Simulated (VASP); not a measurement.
# MnCuAs (P4/nmm) in VASP: single point with PBE

Aim: the single point of MnCuAs with PBE.

All numbers are computed with VASP 6.6.1; they aren't measurements. Logs are shortened: lines on timing, memory, paths and dates and some standing lists are left out, and cuts for length are marked.

## 1. The cell of the first run

It takes space group P4/nmm (No. 129, tetragonal). The conventional cell has a = 3.479 Å, b = 3.479 Å, c = 6.451 Å, α = 90.00°, β = 90.00°, γ = 90.00°. Mn (site symmetry 4mm) has 5 As at 2.31 to 2.50 Å and 4 Cu at 2.88 Å and 4 Mn at 3.09 Å within 3.1 Å. Within 3.2 Å of Cu (site symmetry -4m2) lie 4 Cu at 2.46 Å and 4 As at 2.54 Å and 4 Mn at 2.88 Å. Within 3.1 Å of As (site symmetry 4mm) lie 5 Mn at 2.31 to 2.50 Å and 4 Cu at 2.54 Å.

## 2. Single point, PBE

Contents of INCAR:

```
PREC     = Accurate       # precision mode
ENCUT    = 520            # plane-wave cutoff, eV
EDIFF    = 1E-6           # SCF threshold, eV
ISMEAR   = 0              # smearing method
SIGMA    = 0.05           # smearing width, eV
LREAL    = False          # projectors in reciprocal space
LASPH    = True           # aspherical terms in the spheres
NELM     = 60             # most SCF steps
ALGO     = Fast           # electronic algorithm
ISIF     = 2              # what is computed and relaxed
LWAVE    = False          # write WAVECAR
LCHARG   = False          # write CHGCAR
GGA      = PE             # functional
NBANDS   = 38             # bands
```

Contents of KPOINTS:

```
Automatic mesh
0
Gamma
  10 10 6
```

Contents of POSCAR:

```
MnCuAs
1.0
    3.4791667985      0.0000000000      0.0000000000
    0.0000000000      3.4791667985      0.0000000000
    0.0000000000      0.0000000000      6.4509844858
Mn Cu As
2 2 2
Direct
    0.0000000000      0.5000000000      0.1446846079
    0.5000000000      0.0000000000      0.8553153921
    0.0000000000      0.0000000000      0.5000000000
    0.5000000000      0.5000000000      0.5000000000
    0.0000000000      0.5000000000      0.7862557256
    0.5000000000      0.0000000000      0.2137442744
```

Potentials or basis: VASP PAW PBE potentials, release 64 (Mn_pv, Cu, As).

Started as:

```
$ cat potpaw_PBE.64/Mn_pv/POTCAR potpaw_PBE.64/Cu/POTCAR potpaw_PBE.64/As/POTCAR > POTCAR
$ mpirun -np 1 vasp_std > vasp.out
```

OUTCAR:

```text
PREC = Accurate
   ENCUT = 520
   EDIFF = 1E-6
   ISMEAR = 0
   LREAL = False
   LASPH = True
   NELM = 60
   ISIF = 2
   GGA = PE

 ion  position               nearest neighbor table
   1  0.000  0.500  0.145-   5 2.31   6 2.50   6 2.50   6 2.50   6 2.50   3 2.88   4 2.88   4 2.88
                             3 2.88   2 3.09   2 3.09   2 3.09   2 3.09
   2  0.500  0.000  0.855-   6 2.31   5 2.50   5 2.50   5 2.50   5 2.50   3 2.88   3 2.88   4 2.88
                             4 2.88   1 3.09   1 3.09   1 3.09   1 3.09
   3  0.000  0.000  0.500-   4 2.46   4 2.46   4 2.46   4 2.46   5 2.54   6 2.54   6 2.54   5 2.54
                             2 2.88   1 2.88   2 2.88   1 2.88
   4  0.500  0.500  0.500-   3 2.46   3 2.46   3 2.46   3 2.46   6 2.54   6 2.54   5 2.54   5 2.54
                             1 2.88   2 2.88   2 2.88   1 2.88
   5  0.000  0.500  0.786-   1 2.31   2 2.50   2 2.50   2 2.50   2 2.50   3 2.54   4 2.54   4 2.54
                             3 2.54
   6  0.500  0.000  0.214-   2 2.31   1 2.50   1 2.50   1 2.50   1 2.50   4 2.54   4 2.54   3 2.54
                             3 2.54

  LATTYP: Found a simple tetragonal cell.
 ALAT       =     3.4791667985
 C/A-ratio  =     1.8541751113

  Lattice vectors:

 A1 = (   3.4791667985,   0.0000000000,   0.0000000000)
 A2 = (   0.0000000000,   3.4791667985,   0.0000000000)
 A3 = (   0.0000000000,   0.0000000000,   6.4509844858)

Analysis of symmetry for initial positions (statically):
=====================================================================
 Subroutine PRICEL returns:
 Original cell was already a primitive cell.

 Routine SETGRP: Setting up the symmetry group for a
 simple tetragonal supercell.

 Subroutine GETGRP returns: Found 16 space group operations
 (whereof  8 operations were pure point group operations)
 out of a pool of 16 trial point group operations.

The static configuration has the point symmetry D_2d.
 The point group associated with its full space group is D_4h.

Analysis of symmetry for dynamics (positions and initial velocities):
=====================================================================
 Subroutine PRICEL returns:
 Original cell was already a primitive cell.

 Routine SETGRP: Setting up the symmetry group for a
 simple tetragonal supercell.

 Subroutine GETGRP returns: Found 16 space group operations
 (whereof  8 operations were pure point group operations)
 out of a pool of 16 trial point group operations.

The dynamic configuration has the point symmetry D_2d.
 The point group associated with its full space group is D_4h.

 Subroutine INISYM returns: Found 16 space group operations
 (whereof  8 operations are pure point group operations),
 and found     1 'primitive' translations

----------------------------------------------------------------------------------------

                                     Primitive cell

  volume of cell :      78.0866

  direct lattice vectors                    reciprocal lattice vectors
     3.479166799  0.000000000  0.000000000     0.287425139  0.000000000  0.000000000
     0.000000000  3.479166799  0.000000000     0.000000000  0.287425139  0.000000000
     0.000000000  0.000000000  6.450984486     0.000000000  0.000000000  0.155015099

  length of vectors
     3.479166799  3.479166799  6.450984486     0.287425139  0.287425139  0.155015099

  position of ions in fractional coordinates (direct lattice)
     0.000000000  0.500000000  0.144684608
     0.500000000  0.000000000  0.855315392
     0.000000000  0.000000000  0.500000000
     0.500000000  0.500000000  0.500000000
     0.000000000  0.500000000  0.786255726
     0.500000000  0.000000000  0.213744274

  ion indices of the primitive-cell ions
   primitive index   ion index
                 1           1
                 2           2
                 3           3
                 4           4
                 5           5
                 6           6

----------------------------------------------------------------------------------------

 KPOINTS: Automatic mesh

Automatic generation of k-mesh.
 Grid dimensions read from file:
 generate k-points for:   10   10    6

 Generating k-lattice:

  Cartesian coordinates                     Fractional coordinates (reciprocal lattice)
     0.028742514  0.000000000  0.000000000     0.100000000  0.000000000  0.000000000
     0.000000000  0.028742514  0.000000000     0.000000000  0.100000000  0.000000000
     0.000000000  0.000000000  0.025835850     0.000000000  0.000000000  0.166666667

  Length of vectors
     0.028742514  0.028742514  0.025835850

  Shift w.r.t. Gamma in fractional coordinates (k-lattice)
     0.000000000  0.000000000  0.000000000

 Subroutine IBZKPT returns following result:
 ===========================================

 Found     84 irreducible k-points:

 Following reciprocal coordinates:
            Coordinates               Weight
  0.000000  0.000000  0.000000      1.000000
  0.100000  0.000000  0.000000      4.000000
  0.200000  0.000000  0.000000      4.000000
  0.300000  0.000000  0.000000      4.000000
  0.400000  0.000000  0.000000      4.000000
  0.500000  0.000000  0.000000      2.000000
[... 16 lines left out ...]
  0.100000  0.000000  0.166667      8.000000
  0.200000  0.000000  0.166667      8.000000
 [... further k-points ...]
   k-points           NKPTS =     84   k-points in BZ     NKDIM =     84   number of bands    NBANDS=     38
   number of dos      NEDOS =    301   number of ions     NIONS =      6
   total plane-waves  NPLWV =  37632
   dimension x,y,z NGX =    28 NGY =   28 NGZ =   48
   dimension x,y,z NGXF=    56 NGYF=   56 NGZF=   96
   ions per type =               2   2   2
   NGX,Y,Z   is equivalent  to a cutoff of  13.38, 13.38, 12.37 a.u.
   NGXF,Y,Z  is equivalent  to a cutoff of  26.76, 26.76, 24.74 a.u.
 SYSTEM =  unknown system
   PREC   = accura    normal or accurate (medium, high low for compatibility)
   ISTART =      0    job   : 0-new  1-cont  2-samecut
   ICHARG =      2    charge: 1-file 2-atom 10-const
   ISPIN  =      1    spin polarized calculation?
   LNONCOLLINEAR =      F non collinear calculations
   LSORBIT =      F    spin-orbit coupling
   LASPH  =      T    aspherical Exc in radial PAW
   ENCUT  =  520.0 eV  38.22 Ry    6.18 a.u.   6.47  6.47 11.99*2*pi/ulx,y,z
   NELM   =     60;   NELMIN=  2; NELMDL= -5     # of ELM steps
   EDIFF  = 0.1E-05   stopping-criterion for ELM
   LREAL  =      F    real-space projection
   EDIFFG = 0.1E-04   stopping-criterion for IOM
   NSW    =      0    number of steps for IOM
   IBRION =     -1    ionic relax: 0-MD 1-quasi-New 2-CG
   NFREE  =      0    steps in history (QN), initial steepest desc. (CG)
   ISIF   =      2    stress and relaxation
   ISYM   =      2    0-nonsym 1-usesym 2-fastsym
   POTIM  = 0.5000    time-step for ionic-motion
   TEBEG  =    0.0;   TEEND  =   0.0 temperature during run
   PSTRESS=    0.0 pullay stress
   NELECT =      58.0000    total number of electrons
   NUPDOWN=      -1.0000    fix difference up-down
   EMIN   =  10.00;   EMAX   =-10.00  energy-range for DOS
   EFERMI =   0.00;   METHOD = LEGACY
   ISMEAR =     0;   SIGMA  =   0.05  broadening in eV -4-tet -1-fermi 0-gaus
   EFERMI_NEDOS =   21; number of points for ismear=-14 and -15
   IALGO  =     68    algorithm
   IMIX   =      4    mixing-type and parameters
     AMIX     =   0.40;   BMIX     =  1.00
     AMIX_MAG =   1.60;   BMIX_MAG =  1.00
  volume/ion in A,a.u.               =      13.01        87.83
  Fermi-wavevector in a.u.,A,eV,Ry     =   1.482605  2.801716 29.907187  2.198116
  Thomas-Fermi vector in A             =   2.596370
   LORBIT       =      0    0 simple, 1 ext, 2 COOP (PROOUT), +10 PAW based schemes
   GGA     = PE    functional components
   LHFCALC =     F    Hartree Fock is set to
   AEXX    =    0.0000 exact exchange contribution
   IVDW    =     0    specifies the selected vdW correction
   LEPSILON=     F    determine dielectric tensor
   LRPA    =     F    only Hartree local field effects (RPA)
 non-spin polarized calculation
 RMM-DIIS sequential band-by-band and
 Gauss-broadening in eV      SIGMA  =   0.05
  energy-cutoff  :      520.00
  volume of cell :       78.09
 maximum number of plane-waves:      2128
 NGX is ok and might be reduce to    28
   NGX = 13   NGY = 13   NGZ = 23

 number of electron      58.0000046 magnetization

 Free energy of the ion-electron system (eV)
  ---------------------------------------------------
  ext. energy  EPLUGINS =         0.00000000
  ---------------------------------------------------
  free energy    TOTEN  =       -33.61488835 eV

  energy without entropy =      -33.59162158  energy(sigma->0) =      -33.60325497

 E-fermi :   8.8403     XC(G=0): -12.4840

 val. band max:        8.8400828922   @ k =   0.4000   0.2000   0.0000
 cond. band min:       8.8405380048   @ k =   0.3000   0.1000   0.1667
 fundamental gap:      0.0004551125
 Fermi energy:         8.8403417780

 k-point     1 :       0.0000    0.0000    0.0000
  band No.  band energies     occupation
      1     -38.8798      2.00000
      2     -38.8798      2.00000
      3     -38.8569      2.00000
      4     -38.8569      2.00000
      5     -38.7082      2.00000
      6     -38.6818      2.00000
[... 30 lines left out ...]
     37      14.7339      0.00000
     38      14.7528      0.00000

 k-point     2 :       0.1000    0.0000    0.0000
  band No.  band energies     occupation
      1     -38.8805      2.00000
      2     -38.8791      2.00000
      3     -38.8588      2.00000
      4     -38.8573      2.00000
      5     -38.7072      2.00000
      6     -38.6822      2.00000
[... 30 lines left out ...]
     37      14.2757      0.00000
     38      14.9505      0.00000
[... 859 lines left out ...]
     37      14.3108      0.00000
     38      15.1220      0.00000

 k-point    24 :       0.2000    0.0000    0.1667
  band No.  band energies     occupation
      1     -38.8823      2.00000
      2     -38.8769      2.00000
      3     -38.8639      2.00000
      4     -38.8584      2.00000
      5     -38.7046      2.00000
      6     -38.6834      2.00000
[... 30 lines left out ...]
     37      14.2884      0.00000
     38      15.4931      0.00000

 [... further k-points ...]

------------------------ aborting loop because EDIFF is reached ----------------------------------------

  FORCE on cell =-STRESS in cart. coord.  units (eV):
  Direction    XX          YY          ZZ          XY          YZ          ZX
  --------------------------------------------------------------------------------------
  -------------------------------------------------------------------------------------
  Total        0.1933843      0.1933843      0.2619239      0.0000000      0.0000000      0.0000000
  in kB        3.9678507      3.9678507      5.3741430      0.0000000      0.0000000      0.0000000
  external PRESSURE =       4.4366148 kB  Pullay stress =       0.0000000 kB

 VOLUME and BASIS-vectors are now :
 -----------------------------------------------------------------------------
  energy-cutoff  :      520.00
  volume of cell :       78.09
      direct lattice vectors                 reciprocal lattice vectors
     3.479166799  0.000000000  0.000000000     0.287425139  0.000000000  0.000000000
     0.000000000  3.479166799  0.000000000     0.000000000  0.287425139  0.000000000
     0.000000000  0.000000000  6.450984486     0.000000000  0.000000000  0.155015099

 POSITION                                       TOTAL-FORCE (eV/Angst)
 -----------------------------------------------------------------------------------
      0.00000      1.73958      0.93336         0.000000      0.000000      0.007872
      1.73958      0.00000      5.51763        -0.000000      0.000000     -0.007872
      0.00000      0.00000      3.22549         0.000000      0.000000      0.000000
      1.73958      1.73958      3.22549        -0.000000      0.000000      0.000000
      0.00000      1.73958      5.07212         0.000000      0.000000      0.016748
      1.73958      0.00000      1.37886        -0.000000      0.000000     -0.016748
 -----------------------------------------------------------------------------------
    total drift:                                0.000000      0.000000      0.000000

  FREE ENERGIE OF THE ION-ELECTRON SYSTEM (eV)
  ---------------------------------------------------
  free  energy   TOTEN  =       -33.6148883536 eV

  energy  without entropy=      -33.5916215789  energy(sigma->0) =      -33.60325497
```

Wall time 4.5 min (1 thread of Intel Xeon Platinum 8259CL at 2.50GHz (Skylake/Cascade Lake), shared host); peak memory 0.35 GiB.

Results:

```yaml
Free_energy: -33.6149 eV
Pressure: 0.4 GPa
Largest_force: 0.017 eV/Å
Band_gap_on_the_k_mesh: zero (bands 29 and 30 overlap by 0.86 eV)
```

Forces in eV/Å, atoms in the order of the input:
```
Mn   0.000  0.000  0.008
Mn   0.000  0.000 -0.008
Cu   0.000  0.000  0.000
Cu   0.000  0.000  0.000
As   0.000  0.000  0.017
As   0.000  0.000 -0.017
```

Stress tensor (GPa, compression positive):
```
0.40 0.00 0.00
0.00 0.40 0.00
0.00 0.00 0.54
```

Caveat: the run has no spin polarisation, though such a crystal can be magnetic. Spin polarisation is off, so any magnetic state and its effect on volume and gap are missing.
